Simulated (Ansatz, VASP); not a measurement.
**Two plane-wave programs on I**

```
CELL_PARAMETERS angstrom
4.47725 0.00000 0.00000
-2.23863 3.87741 0.00000
0.00000 0.00000 11.49470
ATOMIC_POSITIONS crystal
I 0.33333 0.66667 0.16100
I 0.66667 0.33333 0.66100
I 0.33333 0.66667 0.33900
I 0.66667 0.33333 0.83900
```

Alike in both runs: task relaxation of cell and atoms; functional PBE; k mesh 6 × 6 × 2; occupations gaussian, width 0.1 eV; no spin polarisation.

```csv
,VASP,Ansatz
version,VASP 6.6.1,Ansatz 0.2.0
potentials or method,"VASP PAW PBE potentials, release 64 (I), cutoff 600 eV","scalar-relativistic, plane waves, PAW"
valence electrons in the cell,28,68
```

Ansatz gave:

* gap on the k mesh at the Fermi level, each at its own relaxed structure (eV): 0.22
* relaxed volume (Å³/atom): 53.38
* relaxed cell length with the largest relative difference (Å): 10.834

**Question.** Which values does VASP return?

**Answer.** gap on the k mesh at the Fermi level, each at its own relaxed structure (eV): 0.23; relaxed volume (Å³/atom): 53.12; relaxed cell length with the largest relative difference (Å): 10.907.

VASP's potentials hold 28 valence electrons a cell and Ansatz's 68, so a difference there can come from the potentials and not from the codes.

Neither program's run includes spin-orbit coupling.
